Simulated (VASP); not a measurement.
Write the native input for VASP 6.6.1 that does the following.

```yaml
Task: single point
Functional: r2SCAN0
Potentials_or_basis: VASP PAW PBE potentials, release 64 (P)
Cutoff: 520 eV
k_mesh: 5 × 5 × 5
Occupations: fermi-dirac, width 0.1 eV
Spin: no spin polarisation
Dipole_correction: no
Grid_for_exact_exchange_PRECFOCK: Normal
Further_INCAR_settings: ALGO = Normal; EDIFF = 1e-06; NBANDS = 12
Share_of_exact_exchange: 0.25
```

Crystal: P.

```xyz
2
Lattice="0.0000 2.7115 2.7115 2.7115 0.0000 2.7115 2.7115 2.7115 0.0000" Properties=species:S:1:pos:R:3 pbc="T T T"
P     0.6779    0.6779    0.6779
P     4.7452    4.7452    4.7452
```

This isn't the form of P at room conditions, which is orthorhombic.

One way to write it, as run:

POSCAR

```
P
1.0
    0.0000000000      2.7115220129      2.7115220129
    2.7115220129      0.0000000000      2.7115220129
    2.7115220129      2.7115220129      0.0000000000
P
2
Direct
    0.1250000000      0.1250000000      0.1250000000
    0.8750000000      0.8750000000      0.8750000000
```

INCAR.step1

```
PREC = Accurate
ENCUT = 520
EDIFF = 1E-5
ISMEAR = -1
SIGMA = 0.1
LREAL = F
LASPH = T
NELM = 100
ALGO = Normal
ISIF = 2
LWAVE = T
LCHARG = F
GGA = PE
NBANDS = 12
```

INCAR.step2

```
PREC = Accurate
ENCUT = 520
EDIFF = 1E-6
ISMEAR = -1
SIGMA = 0.1
LREAL = F
LASPH = T
NELM = 100
ALGO = Normal
ISIF = 2
LWAVE = F
LCHARG = F
METAGGA = R2SCAN
LHFCALC = T
AEXX = 0.25
LMIXTAU = T
PRECFOCK = Normal
ISTART = 1
NBANDS = 12
```

KPOINTS

```
regular mesh
0
Gamma
  5 5 5
```

Potentials or basis: VASP PAW PBE potentials, release 64 (P).

Run with:

```console
$ cat potpaw_PBE.64/P/POTCAR > POTCAR
$ cp INCAR.step1 INCAR
$ mpirun -np 1 vasp_std > vasp.out
$ cp INCAR.step2 INCAR
$ mpirun -np 1 vasp_std > vasp.out
```

Results of the run:

```yaml
Pressure: -2.5 GPa
Band_gap_on_the_k_mesh: zero (bands 5 and 6 overlap by 2.41 eV)
```

Caveat: the k points lie up to 0.40 Å⁻¹ apart, too coarse for converged energies and pressures of a metal; the PAW data sets were made with another functional, which shifts forces and pressure a little.

Wall time 6 min on 1 thread of Intel(R) Xeon(R) Platinum 8259CL CPU @ 2.50GHz (Skylake/Cascade Lake) (shared host), peak memory 0.17 GiB.
